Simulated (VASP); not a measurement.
Sc: single point with PBEsol

Crystal: Sc.

```
CELL_PARAMETERS angstrom
3.13168 0.05254 0.01407
1.51580 2.74109 0.01914
1.54195 0.92205 2.57003
ATOMIC_POSITIONS crystal
Sc 0.00000 0.00000 0.00000
```

This isn't the form of Sc at room conditions, which is hcp.

```
Program             : VASP 6.6.1
Task                : single point
Functional          : PBEsol
Potentials or basis : VASP PAW PBE potentials, release 64 (Sc_sv)
Cutoff              : 520 eV
k mesh              : 10 × 10 × 10
Occupations         : fermi-dirac, width 0.05 eV
Spin                : no spin polarisation
```

| Property | Result |
| --- | --- |
| Pressure | 5.0 GPa |
| Band gap on the k mesh | zero (an odd number of electrons rules out a gap without spin polarisation) |

Levels at points of the mesh, in eV from the Fermi level:
```tsv
k point	band 3	band 4	band 5	band 6	band 7	band 8	band 9	band 10
(0.00, 0.00, 0.00)	-27.30	-27.30	-5.40	1.75	1.75	1.77	3.38	3.40
(0.50, 0.00, 0.00)	-27.38	-27.37	-1.91	0.53	1.61	1.63	4.45	4.46
(0.00, 0.50, 0.00)	-27.38	-27.37	-1.91	0.53	1.61	1.63	4.45	4.46
(0.50, 0.50, 0.00)	-27.51	-27.51	-1.79	-0.82	2.44	4.45	4.74	4.74
(0.00, 0.00, 0.50)	-27.38	-27.37	-1.91	0.53	1.60	1.63	4.45	4.46
(0.50, 0.00, 0.50)	-27.51	-27.51	-1.79	-0.81	2.41	4.45	4.73	4.75
(0.00, 0.50, 0.50)	-27.51	-27.51	-1.79	-0.81	2.41	4.45	4.73	4.75
(0.50, 0.50, 0.50)	-27.38	-27.37	-1.91	0.53	1.61	1.63	4.45	4.46
```

It took 3.6 min on 1 thread of Oxide Virtual Turin-like Processor, with other jobs on the host, peak memory 0.21 GiB.

Caveat: the cell stands under pressure; the PAW data sets were made with another functional, which shifts forces and pressure a little.
